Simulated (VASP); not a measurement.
ZrB2: electric field gradients with LDA

Crystal: ZrB2.

```xyz
3
Lattice="3.1650 0.0000 0.0000 -1.5825 2.7410 0.0000 0.0000 0.0000 3.5200" Properties=species:S:1:pos:R:3 pbc="T T T"
Zr    0.0000    0.0000    0.0000
B     0.0000    1.8273    1.7600
B     1.5825    0.9137    1.7600
```

```json
{"Program": "VASP 6.6.1", "Task": "electric field gradients", "Functional": "LDA", "Potentials or basis": "VASP PAW LDA potentials, release 64 (Zr_sv, B)", "Cutoff": "520 eV", "k mesh": "13 × 13 × 10", "Occupations": "fermi-dirac, width 0.03 eV", "Spin": "no spin polarisation", "Dipole correction": "no", "Further INCAR settings": "ALGO = Normal; EDIFF = 1e-08; NBANDS = 16"}
```

```yaml
Pressure: -6.8 GPa
Band_gap_on_the_k_mesh: zero (bands 9 and 10 overlap by 0.88 eV)
Largest_electric_field_gradient_by_atom: Zr +44.6; B +1.7 V/Å²
```

Stress tensor (GPa, compression positive):
```
-7.23  0.00  0.00
 0.00 -7.23  0.00
 0.00  0.00 -5.95
```

Levels at points of the mesh, in eV from the Fermi level:
| k point | band 5 | band 6 | band 7 | band 8 | band 9 | band 10 | band 11 | band 12 | band 13 | band 14 |
| --- | --- | --- | --- | --- | --- | --- | --- | --- | --- | --- |
| (0.00, 0.00, 0.00) | -12.70 | -2.76 | -2.76 | -2.71 | -2.38 | 3.29 | 3.29 | 4.09 | 4.09 | 4.92 |
| (0.00, 0.00, 0.50) | -10.60 | -7.04 | -1.07 | -1.07 | 0.19 | 0.19 | 0.66 | 0.66 | 1.73 | 4.93 |

Electric field gradients, principal values (V/Å²):
```csv
atom,least,middle,greatest (by size)
1 Zr,-22.293,-22.294,44.587
2 B,-0.860,-0.860,1.720
3 B,-0.860,-0.860,1.720
```

It took 73 s on 1 thread of Intel Xeon 8259CL (shared host), peak memory 0.17 GiB.

Caveat: the cell stands under tension; without QUAD_EFG the Cq values of the log hold for a quadrupole moment of 1 mb, not for the nuclei.
